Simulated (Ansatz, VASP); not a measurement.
**One calculation of GaCo, two programs**

INCAR

```
SYSTEM = GaCo
PREC     = Accurate       ! precision mode
ENCUT    = 520            ! plane-wave cutoff, eV
EDIFF    = 1E-7           ! SCF threshold, eV
ISMEAR   = -1             ! smearing method
SIGMA    = 0.1            ! smearing width, eV
LREAL    = .FALSE.        ! projectors in reciprocal space
LASPH    = .TRUE.         ! aspherical terms in the spheres
NELM     = 150            ! most SCF steps
ALGO     = Normal         ! electronic algorithm
ISIF     = 2              ! what is computed and relaxed
LWAVE    = .FALSE.        ! write WAVECAR
LCHARG   = .TRUE.         ! write CHGCAR
ISPIN    = 2              ! spin polarisation
MAGMOM   = 0 1.8          ! initial moments
LORBIT   = 11             ! projections on sites
LMAXMIX  = 4              ! l up to which the mixer works
GGA      = PE             ! functional
LELF     = .TRUE.         ! ELF
LVHAR    = .TRUE.       
NBANDS   = 22             ! bands
```

KPOINTS

```
regular mesh
0
G
  8 8 8
  0 0 0
```

File POSCAR:

```
GaCo
1.0
    2.9282808829      0.0000000000      0.0000000000
    0.0000000000      2.9282808829      0.0000000000
    0.0000000000      0.0000000000      2.9282808829
Ga Co
1 1
Direct
    0.5000000000      0.5000000000      0.5000000000
    0.0000000000      0.0000000000      0.0000000000
```

Input for Ansatz:

```yaml
crystal:
  lattice:
    - [2.9282808828760247, 0.0, 0.0]
    - [0.0, 2.9282808828760247, 0.0]
    - [0.0, 0.0, 2.9282808828760247]
  atoms:
    - { symbol: Ga, position: [0.5, 0.5, 0.5] }
    - { symbol: Co, position: [0.0, 0.0, 0.0], spin: 1.8 }
basis:
  ecutwfc: 500.0
kpoints:
  mp_grid:
    grid: [8, 8, 8]
hamiltonian:
  xc: pbe
  pseudopotentials:
    kind: paw
magnetization:
  spin_polarized: true
scf:
  occupations:
    method: fermi_dirac
    width: 0.1
```

Alike in both runs: task single point; functional PBE; k mesh 8 × 8 × 8; occupations fermi-dirac, width 0.1 eV; collinear spin.

|  | VASP | Ansatz |
| --- | --- | --- |
| version | VASP 6.6.1 | Ansatz 0.2.0 |
| potentials or method | VASP PAW PBE potentials, release 64 (Ga_d, Co), cutoff 520 eV | plane waves, PAW |
| valence electrons in the cell | 22 | 30 |

|  | VASP | Ansatz | Ansatz less VASP |
| --- | --- | --- | --- |
| net moment per atom (μB) | 0.07 | 0.08 | +0.008 |
| size of the moment on the site where the two differ most (μB) | 0.16 | 0.18 | +0.022 |

Site moments also hang on the region over which each program counts them. VASP's potentials hold 22 valence electrons a cell and Ansatz's 30, so a difference there can come from the potentials and not from the codes. Ansatz's warnings: seeded moment not kept.
